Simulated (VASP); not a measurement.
# Al2O5 (C2/m) in VASP: single point with PBE

Aim: the single point of Al2O5 with PBE.

Program: VASP 6.6.1. These are calculated values, not measurements. Logs are shortened: lines on timing, memory, paths and dates and some standing lists are left out, and cuts for length are marked.

### 1 The cell of the first run

It takes space group C2/m (No. 12, monoclinic). Conventional cell: a = 11.763 Å, b = 3.052 Å, c = 3.744 Å, α = 90.00°, β = 91.61°, γ = 90.00°. Al (site symmetry m) has 6 O at 1.69 to 2.10 Å within 2.2 Å. O (site symmetry 2/m) has 2 Al at 1.69 Å within 2.2 Å. O (site symmetry m) has 1 O at 1.48 Å and 2 Al at 1.91 Å within 2.0 Å. Within 2.0 Å of O (site symmetry m) lie 1 O at 1.48 Å.

### 2 Single point, PBE

INCAR

```
  PREC = Accurate
  ENCUT = 520
  EDIFF = 1E-7
  ISMEAR = 0
  SIGMA = 0.2
  LREAL = False
  LASPH = True
  NELM = 80
  ALGO = Normal
  ISIF = 2
  LWAVE = False
  LCHARG = False
  GGA = PE
  NBANDS = 27
```

KPOINTS

```
regular mesh
0
Gamma
  5 5 4
```

POSCAR

```
Al2O5
1.0
    5.8563751115     -1.5261496641      0.5428471313
    5.8563751115      1.5261496641      0.5428471313
   -0.2406007935      0.0000000000      3.7366340268
Al O
2 5
Direct
    0.1359287190      0.1359287190      0.8434271286
    0.8640712810      0.8640712810      0.1565728714
    0.0000000000      0.0000000000      0.0000000000
    0.6350800621      0.6350800621      0.5390147436
    0.3649199379      0.3649199379      0.4609852564
    0.3085481663      0.3085481663      0.8181383946
    0.6914518337      0.6914518337      0.1818616054
```

Potentials or basis: VASP PAW PBE potentials, release 64 (Al, O).

Run with:

```sh
$ cat potpaw_PBE.64/Al/POTCAR potpaw_PBE.64/O/POTCAR > POTCAR
$ mpirun -np 1 vasp_std > vasp.out
```

OUTCAR:

```text
PREC = Accurate
   ENCUT = 520
   EDIFF = 1E-7
   ISMEAR = 0
   LREAL = False
   LASPH = True
   NELM = 80
   ISIF = 2
   GGA = PE

 ion  position               nearest neighbor table
   1  0.136  0.136  0.843-   3 1.69   4 1.91   4 1.91   6 2.03   7 2.10   7 2.10   2 3.33   2 3.33

   2  0.864  0.864  0.157-   3 1.69   5 1.91   5 1.91   7 2.03   6 2.10   6 2.10   1 3.33   1 3.33

   3  0.000  0.000  0.000-   1 1.69   2 1.69
   4  0.635  0.635  0.539-   7 1.48   1 1.91   1 1.91
   5  0.365  0.365  0.461-   6 1.48   2 1.91   2 1.91
   6  0.309  0.309  0.818-   5 1.48   1 2.03   2 2.10   2 2.10
   7  0.691  0.691  0.182-   4 1.48   2 2.03   1 2.10   1 2.10

  LATTYP: Found a base centered monoclinic cell.
 ALAT       =    11.7629609290
 B/A-ratio  =     0.2594839298
 C/A-ratio  =     0.3183188438
 COS(beta)  =    -0.0281245966

  Lattice vectors:

 A1 = (  -5.8563751115,   1.5261496641,  -0.5428471313)
 A2 = (  -5.8563751115,  -1.5261496641,  -0.5428471313)
 A3 = (  -0.2406007935,   0.0000000000,   3.7366340268)

Analysis of symmetry for initial positions (statically):
=====================================================================
 Subroutine PRICEL returns:
 Original cell was already a primitive cell.

 Routine SETGRP: Setting up the symmetry group for a
 base centered monoclinic supercell.

 Subroutine GETGRP returns: Found  4 space group operations
 (whereof  4 operations were pure point group operations)
 out of a pool of  4 trial point group operations.

The static configuration has the point symmetry C_2h.

Analysis of symmetry for dynamics (positions and initial velocities):
=====================================================================
 Subroutine PRICEL returns:
 Original cell was already a primitive cell.

 Routine SETGRP: Setting up the symmetry group for a
 base centered monoclinic supercell.

 Subroutine GETGRP returns: Found  4 space group operations
 (whereof  4 operations were pure point group operations)
 out of a pool of  4 trial point group operations.

The dynamic configuration has the point symmetry C_2h.

 Subroutine INISYM returns: Found  4 space group operations
 (whereof  4 operations are pure point group operations),
 and found     1 'primitive' translations

----------------------------------------------------------------------------------------
[... 106 lines left out ...]
   NSW    =      0    number of steps for IOM
   IBRION =     -1    ionic relax: 0-MD 1-quasi-New 2-CG
   NFREE  =      0    steps in history (QN), initial steepest desc. (CG)
   ISIF   =      2    stress and relaxation
   ISYM   =      2    0-nonsym 1-usesym 2-fastsym
   POTIM  = 0.5000    time-step for ionic-motion
   TEBEG  =    0.0;   TEEND  =   0.0 temperature during run
   PSTRESS=    0.0 pullay stress
   NELECT =      36.0000    total number of electrons
   NUPDOWN=      -1.0000    fix difference up-down
   EMIN   =  10.00;   EMAX   =-10.00  energy-range for DOS
   EFERMI =   0.00;   METHOD = LEGACY
   ISMEAR =     0;   SIGMA  =   0.20  broadening in eV -4-tet -1-fermi 0-gaus
   EFERMI_NEDOS =   21; number of points for ismear=-14 and -15
   IALGO  =     38    algorithm
   IMIX   =      4    mixing-type and parameters
     AMIX     =   0.40;   BMIX     =  1.00
     AMIX_MAG =   1.60;   BMIX_MAG =  1.00
  volume/ion in A,a.u.               =       9.60        64.78
  Fermi-wavevector in a.u.,A,eV,Ry     =   1.329644  2.512663 24.054460  1.767953
  Thomas-Fermi vector in A             =   2.458791
   LORBIT       =      0    0 simple, 1 ext, 2 COOP (PROOUT), +10 PAW based schemes
   GGA     = PE    functional components
   LHFCALC =     F    Hartree Fock is set to
   AEXX    =    0.0000 exact exchange contribution
   IVDW    =     0    specifies the selected vdW correction
   LEPSILON=     F    determine dielectric tensor
   LRPA    =     F    only Hartree local field effects (RPA)
 non-spin polarized calculation
 Gauss-broadening in eV      SIGMA  =   0.20
  energy-cutoff  :      520.00
  volume of cell :       67.19
 maximum number of plane-waves:      1827
 NGX is ok and might be reduce to    48
   NGX = 23   NGY = 23   NGZ = 13

 number of electron      35.9999984 magnetization

 Free energy of the ion-electron system (eV)
  ---------------------------------------------------
  ext. energy  EPLUGINS =         0.00000000
  ---------------------------------------------------
  free energy    TOTEN  =       -44.24822726 eV

  energy without entropy =      -44.24822724  energy(sigma->0) =      -44.24822725

 E-fermi :   5.6457     XC(G=0): -10.7745

 val. band max:        4.9341878614   @ k =   0.0000   0.0000   0.5000
 cond. band min:       6.3405302372   @ k =   0.0000   0.0000   0.5000
 fundamental gap:      1.4063423758
 Fermi energy:         5.6456803976

 k-point     1 :       0.0000    0.0000    0.0000
  band No.  band energies     occupation
      1     -18.2742      2.00000
      2     -17.3494      2.00000
      3     -11.9172      2.00000
      4     -11.5001      2.00000
      5     -11.2453      2.00000
      6      -4.6084      2.00000
[... 709 lines left out ...]
     26      16.9213      0.00000
     27      17.8770      0.00000

 [... further k-points ...]

------------------------ aborting loop because EDIFF is reached ----------------------------------------

  FORCE on cell =-STRESS in cart. coord.  units (eV):
  Direction    XX          YY          ZZ          XY          YZ          ZX
  --------------------------------------------------------------------------------------
  -------------------------------------------------------------------------------------
  Total        0.2193204     -0.1523514      0.2372783      0.0000000      0.0000000     -0.2462240
  in kB        5.2296032     -3.6327548      5.6578017      0.0000000      0.0000000     -5.8711072
  external PRESSURE =       2.4182167 kB  Pullay stress =       0.0000000 kB

 VOLUME and BASIS-vectors are now :
 -----------------------------------------------------------------------------
  energy-cutoff  :      520.00
  volume of cell :       67.19
      direct lattice vectors                 reciprocal lattice vectors
     5.856375112 -1.526149664  0.542847131     0.084870495 -0.327621866  0.005464787
     5.856375112  1.526149664  0.542847131     0.084870495  0.327621866  0.005464787
    -0.240600793  0.000000000  3.736634027    -0.024659469  0.000000000  0.266032720

 POSITION                                       TOTAL-FORCE (eV/Angst)
 -----------------------------------------------------------------------------------
      1.38917      0.00000      3.29916         0.045524      0.000000      0.001501
     10.08298      0.00000      1.52317        -0.045524      0.000000     -0.001501
      0.00000      0.00000      0.00000        -0.000000      0.000000      0.000000
      7.30885      0.00000      2.70360        -0.031168      0.000000      0.113946
      4.16330      0.00000      2.11872         0.031168      0.000000     -0.113946
      3.41710      0.00000      3.39207        -0.072242      0.000000      0.129071
      8.05505      0.00000      1.43026         0.072242      0.000000     -0.129071
 -----------------------------------------------------------------------------------
    total drift:                               -0.000000      0.000000     -0.000000

  FREE ENERGIE OF THE ION-ELECTRON SYSTEM (eV)
  ---------------------------------------------------
  free  energy   TOTEN  =       -44.2482272562 eV

  energy  without entropy=      -44.2482272428  energy(sigma->0) =      -44.24822725
```

OSZICAR:

```text
N       E                     dE             d eps       ncg     rms          rms(c)
DAV:   1     0.167940121747E+03    0.16794E+03   -0.19145E+04  1782   0.126E+03
DAV:   2    -0.391191646767E+02   -0.20706E+03   -0.20005E+03  2169   0.273E+02
DAV:   3    -0.490613792115E+02   -0.99422E+01   -0.98705E+01  2128   0.612E+01
DAV:   4    -0.491438218139E+02   -0.82443E-01   -0.82374E-01  2233   0.613E+00
DAV:   5    -0.491447180286E+02   -0.89621E-03   -0.89613E-03  2174   0.639E-01    0.146E+01
DAV:   6    -0.444939342463E+02    0.46508E+01   -0.12027E+01  2131   0.260E+01    0.613E+00
DAV:   7    -0.443018118987E+02    0.19212E+00   -0.10838E+00  2182   0.700E+00    0.326E+00
DAV:   8    -0.442496634377E+02    0.52148E-01   -0.24366E-01  2163   0.360E+00    0.794E-01
DAV:   9    -0.442473638144E+02    0.22996E-02   -0.61509E-02  2228   0.178E+00    0.366E-01
DAV:  10    -0.442478383605E+02   -0.47455E-03   -0.61390E-03  1966   0.512E-01    0.168E-01
DAV:  11    -0.442481835620E+02   -0.34520E-03   -0.11183E-03  2094   0.239E-01    0.524E-02
DAV:  12    -0.442482177015E+02   -0.34140E-04   -0.67020E-05  2103   0.627E-02    0.187E-02
DAV:  13    -0.442482264868E+02   -0.87853E-05   -0.17277E-05  2065   0.299E-02    0.731E-03
DAV:  14    -0.442482272805E+02   -0.79371E-06   -0.74901E-06  2132   0.182E-02    0.279E-03
DAV:  15    -0.442482272562E+02    0.24289E-07   -0.59047E-07  2156   0.556E-03
   1 F= -.44248227E+02 E0= -.44248227E+02  d E =-.134286E-07
```

Wall time 74 s (1 thread of Intel Xeon Platinum 8259CL at 2.50GHz (Skylake/Cascade Lake), shared host); peak memory 0.23 GiB.

Results:

```yaml
Free_energy: -44.2482 eV
Pressure: 0.2 GPa
Largest_force: 0.148 eV/Å
Band_gap_on_the_k_mesh: 1.41 eV, direct
```

Forces on the atoms (eV/Å):
```
Al   0.046  0.000  0.002
Al  -0.046  0.000 -0.002
O    0.000  0.000  0.000
O   -0.031  0.000  0.114
O    0.031  0.000 -0.114
O   -0.072  0.000  0.129
O    0.072  0.000 -0.129
```

Levels at points of the mesh, in eV from the valence-band top:
```csv
k point,band 15,band 16,band 17,band 18,band 19,band 20,band 21,band 22
"(0.00, 0.00, 0.00)",-1.99,-1.80,-0.86,-0.13,2.85,3.71,4.47,6.46
"(0.00, 0.00, 0.50)",-2.01,-1.73,-0.76,0.00,1.41,2.89,6.07,6.95
```

Caveat: the k points lie up to 0.43 Å⁻¹ apart. A k mesh can miss the band edges.
